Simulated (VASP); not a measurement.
Wanted: the native input for a VASP 6.6.1 run.

| Quantity | Value |
| --- | --- |
| Task | single point |
| Functional | HSE06 |
| Potentials or basis | VASP PAW PBE potentials, release 64 (Tl_d, Br) |
| Cutoff | 400 eV |
| k mesh | 2 × 2 × 2 |
| Occupations | gaussian, width 0.01 eV |
| Spin | no spin polarisation |
| Dipole correction | no |
| Grid for exact exchange (PRECFOCK) | Normal |
| Further INCAR settings | ALGO = Normal; EDIFF = 1e-06; NBANDS = 17 |
| Screening parameter | 0.2079 1/Å |

Crystal: TlBr.

```
Tl Br
1.0
     3.94619    0.00000    0.00000
     0.00000    3.94619    0.00000
     0.00000    0.00000    3.94619
Tl Br
1 1
Direct
  0.00000 0.00000 0.00000
  0.50000 0.50000 0.50000
```

These files were run (other wordings do the same):

POSCAR

```
TlBr
1.0
    3.9461933093      0.0000000000      0.0000000000
    0.0000000000      3.9461933093      0.0000000000
    0.0000000000      0.0000000000      3.9461933093
Tl Br
1 1
Direct
    0.0000000000      0.0000000000      0.0000000000
    0.5000000000      0.5000000000      0.5000000000
```

INCAR.step1

```
SYSTEM = TlBr
  PREC = Accurate
  ENCUT = 400
  EDIFF = 1E-5
  ISMEAR = 0
  SIGMA = 0.01
  LREAL = .False.
  LASPH = .True.
  NELM = 120
  ALGO = Normal
  ISIF = 2
  LWAVE = .True.
  LCHARG = .False.
  NBANDS = 17
  GGA = PE
  GGA_COMPAT = .False.
```

INCAR.step2

```
SYSTEM = TlBr
  PREC = Accurate
  ENCUT = 400
  EDIFF = 1E-6
  ISMEAR = 0
  SIGMA = 0.01
  LREAL = .False.
  LASPH = .True.
  NELM = 120
  ALGO = Normal
  ISIF = 2
  LWAVE = .False.
  LCHARG = .False.
  GGA = PE
  LHFCALC = .True.
  HFSCREEN = 0.2079
  PRECFOCK = Normal
  NBANDS = 17
  ISTART = 1
  GGA_COMPAT = .False.
```

KPOINTS

```
regular mesh
0
Gamma
  2 2 2
  0 0 0
```

Potentials or basis: VASP PAW PBE potentials, release 64 (Tl_d, Br).

The run is started by

```sh
$ cat potpaw_PBE.64/Tl_d/POTCAR potpaw_PBE.64/Br/POTCAR > POTCAR
$ cp INCAR.step1 INCAR
$ mpirun -np 1 vasp_std > vasp.out
$ cp INCAR.step2 INCAR
$ mpirun -np 1 vasp_std > vasp.out
```

It gave:

* Pressure: 4.6 GPa
* Band gap on the k mesh: 2.49 eV, direct

Caveat: the k points lie up to 0.80 Å⁻¹ apart; the PAW data sets were made with another functional, which shifts forces and pressure a little; spin-orbit coupling is left out, which moves the levels of the heavy elements.

Run time: 19 s on 1 thread of Intel(R) Xeon(R) 6975P-C (Granite Rapids), with other jobs on the host, peak memory 0.25 GiB.
